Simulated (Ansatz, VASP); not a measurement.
## Two plane-wave programs on HfNbTe4

```xyz
6
Lattice="5.1058 0.0000 0.0000 0.0000 5.1058 0.0000 0.0000 0.0000 8.9619" Properties=species:S:1:pos:R:3 pbc="T T T"
Hf    0.0000    0.0000    0.0000
Nb    2.5529    2.5529    4.4809
Te    2.5529    2.5529    7.4023
Te    2.5529    2.5529    1.5595
Te    2.5529    0.0000    4.4809
Te    0.0000    2.5529    4.4809
```

Change from the starting cell: species swapped into the RbFeF4 type (P4/mmm, No. 123).

Alike in both runs: functional PBE; k mesh 8 × 8 × 4; occupations gaussian, width 0.1 eV; no spin polarisation.

Ansatz relaxed the structure, and its values are those at the end. VASP's run is a single point on that final structure, the one shown.

|  | VASP | Ansatz |
| --- | --- | --- |
| version | VASP 6.6.1 | Ansatz 0.2.0 |
| potentials or method | VASP PAW PBE potentials, release 64 (Hf_pv, Nb_sv, Te), cutoff 520 eV | scalar-relativistic, plane waves, PAW |
| valence electrons in the cell | 47 | 103 |

```tsv
	VASP	Ansatz	Ansatz less VASP
gap on the k mesh at the Fermi level (eV)	none	none	-
pressure (GPa)	-0.1	0.0	+0.11
```

A gap of «none» marks a metal or a gap that the smearing closes. VASP's potentials hold 47 valence electrons a cell and Ansatz's 103, so a difference there can come from the potentials and not from the codes.

Neither program's run includes spin-orbit coupling.
